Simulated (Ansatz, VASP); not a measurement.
One calculation of Al, two programs

INCAR

```
PREC = Accurate
ENCUT = 520
EDIFF = 1E-7
ISMEAR = 1
SIGMA = 0.03
LREAL = F
LASPH = T
NELM = 60
ALGO = Normal
ISIF = 2
LWAVE = F
LCHARG = F
GGA = CA
NBANDS = 8
```

Contents of KPOINTS:

```
Automatic mesh
0
Gamma
  14 14 14
```

File POSCAR:

```
Al
1.0
    0.0000000000      1.9916090303      1.9916090303
    1.9916090303      0.0000000000      1.9916090303
    1.9916090303      1.9916090303      0.0000000000
Al
1
Direct
    0.0000000000      0.0000000000      0.0000000000
```

Input for Ansatz:

```yaml
crystal:
  lattice:
    - [0.0, 1.9916090303, 1.9916090303]
    - [1.9916090303, 0.0, 1.9916090303]
    - [1.9916090303, 1.9916090303, 0.0]
  atoms:
    - { symbol: Al, position: [0.0, 0.0, 0.0] }
hamiltonian:
  xc: lda
  pseudopotentials:
    kind: paw
    azcp:
      Al: "pseudopotentials/Al.paw.azcp"
basis:
  ecutwfc: 420
  fft_grid_basis: typed
kpoints:
  mp_grid: { grid: [14, 14, 14], shift: [0, 0, 0] }
magnetization:
  spin_polarized: false
scf:
  occupations: { method: methfessel_paxton, width: 0.03 }
  lower_state_search: "off"
output:
  stress: true
```

Alike in both runs: task single point; functional LDA; k mesh 14 × 14 × 14; occupations methfessel-paxton of order 1, width 0.03 eV; no spin polarisation.

|  | VASP | Ansatz |
| --- | --- | --- |
| version | VASP 6.6.1 | Ansatz 0.2.0 |
| potentials or method | VASP PAW LDA potentials, release 64 (Al), cutoff 520 eV | plane waves (420 eV) with PAW, scalar-relativistic |
| valence electrons in the cell | 3 | 3 |

Ansatz gave:

```
pressure (GPa) : -0.2
```

Problem. Which values does VASP return?

Solution. Pressure (GPa): -0.1.

Ansatz warns that its potentials were made for another functional, while VASP's fit it. LDA's correlation is that of Perdew and Zunger in VASP and of Perdew and Wang (1992) in Ansatz.
